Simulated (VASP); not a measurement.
BeTe: single point with PBEsol

Crystal: BeTe.

```
Be Te
1.0
     4.03085    0.00000    0.00000
    -2.01543    3.49082    0.00000
     0.00000    0.00000    8.14405
Be Te
2 2
Direct
  0.33333 0.66667 0.25000
  0.66667 0.33333 0.75000
  0.66667 0.33333 0.25000
  0.33333 0.66667 0.75000
```

```yaml
Program: VASP 6.6.1
Task: single point
Functional: PBEsol
Potentials_or_basis: VASP PAW PBE potentials, release 64 (Be, Te)
Cutoff: 520 eV
k_mesh: 6 × 6 × 2
Occupations: gaussian, width 0.01 eV
Spin: no spin polarisation
```

| Item | Value |
| --- | --- |
| Pressure | -0.7 GPa |
| Band gap on the k mesh | 2.68 eV, indirect (least direct gap 2.84 eV) |

Stress tensor (GPa, compression positive):
```
-0.72  0.00  0.00
 0.00 -0.72  0.00
 0.00  0.00 -0.79
```

Levels at points of the mesh, in eV from the valence-band top:
```csv
k point,band 4,band 5,band 6,band 7,band 8,band 9,band 10,band 11,band 12,band 13
"(0.00, 0.00, 0.00)",-0.69,-0.69,-0.69,-0.51,-0.51,3.41,3.56,4.54,4.54,4.89
"(0.50, 0.00, 0.00)",-4.48,-2.08,-1.85,-1.18,-0.11,2.73,2.98,3.49,4.06,7.07
"(0.00, 0.00, 0.50)",-2.10,-0.60,-0.60,-0.60,-0.60,3.75,3.75,4.70,4.70,4.70
"(0.50, 0.00, 0.50)",-4.58,-1.97,-1.97,-0.50,-0.50,2.76,2.76,3.25,3.25,8.24
```

Run time: 23 s on 1 thread of Intel Xeon 6975P-C (shared host), peak memory 0.23 GiB.

Caveat: the PAW data sets were made with another functional, which shifts forces and pressure a little; spin-orbit coupling is left out, which moves the levels of the heavy elements. PBEsol gaps usually lie below the measured ones, often by a third to a half.
